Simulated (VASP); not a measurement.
Crystal: NaH.

```
Na H
1.0
     0.00000    2.39019    2.39019
     2.39019    0.00000    2.39019
     2.39019    2.39019    0.00000
Na H
1 1
Direct
  0.00000 0.00000 0.00000
  0.50000 0.50000 0.50000
```

This cell differs from its parent crystal: volume scaled by 0.94.

Base run:

```yaml
Program: VASP 6.6.1
Functional: PBEsol
Potentials_or_basis: VASP PAW PBE potentials, release 64 (Na_pv, H)
Cutoff: 520 eV
k_mesh: 9 × 9 × 9
Occupations: fermi-dirac, width 0.05 eV
Spin: no spin polarisation
```

Its results: band gap on the k mesh 3.93 eV, indirect (least direct gap 4.68 eV); pressure 0.2 GPa.

Task: The run is repeated on the same cell with these changes: functional from PBEsol to LDA; potentials or basis from VASP PAW PBE potentials, release 64 (Na_pv, H) to VASP PAW LDA potentials, release 64 (Na_pv, H). What comes out?

Result: Band gap on the k mesh 3.78 eV, indirect (least direct gap 4.54 eV); pressure -1.5 GPa.

Caveats: the PAW data sets were made with another functional, which shifts forces and pressure a little (some runs).

A k mesh can miss the band edges.
